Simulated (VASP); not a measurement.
Wanted: the native input for a VASP 6.6.1 run.

```yaml
Task: single point
Functional: HSE06
Potentials_or_basis: VASP PAW PBE potentials, release 64 (Ca_sv, O)
Cutoff: 520 eV
k_mesh: 6 × 6 × 6
Occupations: gaussian, width 0.01 eV
Spin: no spin polarisation
Dipole_correction: no
Grid_for_exact_exchange_PRECFOCK: Normal
Further_INCAR_settings: ALGO = Normal; EDIFF = 1e-07; NBANDS = 15
Share_of_exact_exchange: 0.25
Screening_parameter: 0.2079 1/Å
```

CaO:

```
Ca O
1.0
     0.00000    2.34960    2.34960
     2.34960    0.00000    2.34960
     2.34960    2.34960    0.00000
Ca O
1 1
Direct
  0.00000 0.00000 0.00000
  0.50000 0.50000 0.50000
```

This cell differs from its parent crystal: strain -2.0%.

The input as run:

POSCAR

```
CaO
1.0
    0.0000000000      2.3495991113      2.3495991113
    2.3495991113      0.0000000000      2.3495991113
    2.3495991113      2.3495991113      0.0000000000
Ca O
1 1
Direct
    0.0000000000      0.0000000000      0.0000000000
    0.5000000000      0.5000000000      0.5000000000
```

INCAR.step1

```
SYSTEM = CaO
PREC     = Accurate       ! precision mode
ENCUT    = 520            ! plane-wave cutoff, eV
EDIFF    = 1E-5           ! SCF threshold, eV
ISMEAR   = 0              ! smearing method
SIGMA    = 0.01           ! smearing width, eV
LREAL    = .FALSE.        ! projectors in reciprocal space
LASPH    = .TRUE.         ! aspherical terms in the spheres
NELM     = 60             ! most SCF steps
ALGO     = Normal         ! electronic algorithm
ISIF     = 2              ! what is computed and relaxed
LWAVE    = .TRUE.         ! write WAVECAR
LCHARG   = .FALSE.        ! write CHGCAR
GGA      = PE             ! functional
NBANDS   = 15             ! bands
```

INCAR.step2

```
SYSTEM = CaO
PREC     = Accurate       ! precision mode
ENCUT    = 520            ! plane-wave cutoff, eV
EDIFF    = 1E-7           ! SCF threshold, eV
ISMEAR   = 0              ! smearing method
SIGMA    = 0.01           ! smearing width, eV
LREAL    = .FALSE.        ! projectors in reciprocal space
LASPH    = .TRUE.         ! aspherical terms in the spheres
NELM     = 60             ! most SCF steps
ALGO     = Normal         ! electronic algorithm
ISIF     = 2              ! what is computed and relaxed
LWAVE    = .FALSE.        ! write WAVECAR
LCHARG   = .FALSE.        ! write CHGCAR
GGA      = PE             ! functional
LHFCALC  = .TRUE.         ! exact exchange
HFSCREEN = 0.2079         ! screening, 1/A
PRECFOCK = Normal       
ISTART   = 1            
NBANDS   = 15             ! bands
```

KPOINTS

```
regular mesh
0
G
  6 6 6
  0 0 0
```

Potentials or basis: VASP PAW PBE potentials, release 64 (Ca_sv, O).

The run is started by

```bash
$ cat potpaw_PBE.64/Ca_sv/POTCAR potpaw_PBE.64/O/POTCAR > POTCAR
$ cp INCAR.step1 INCAR
$ mpirun -np 1 vasp_std > vasp.out
$ cp INCAR.step2 INCAR
$ mpirun -np 1 vasp_std > vasp.out
```

Results of the run:

| Quantity | Value |
| --- | --- |
| Pressure | 9.2 GPa |
| Band gap on the k mesh | 5.28 eV (least direct gap 5.68 eV) |

Caveat: the cell differs from its parent crystal (strain -2.0%); the cell stands under pressure; the PAW data sets were made with another functional, which shifts forces and pressure a little.

Wall time 31 min on 1 thread of Intel(R) Xeon(R) Platinum 8259CL CPU @ 2.50GHz (Skylake/Cascade Lake) (shared host), peak memory 0.26 GiB.
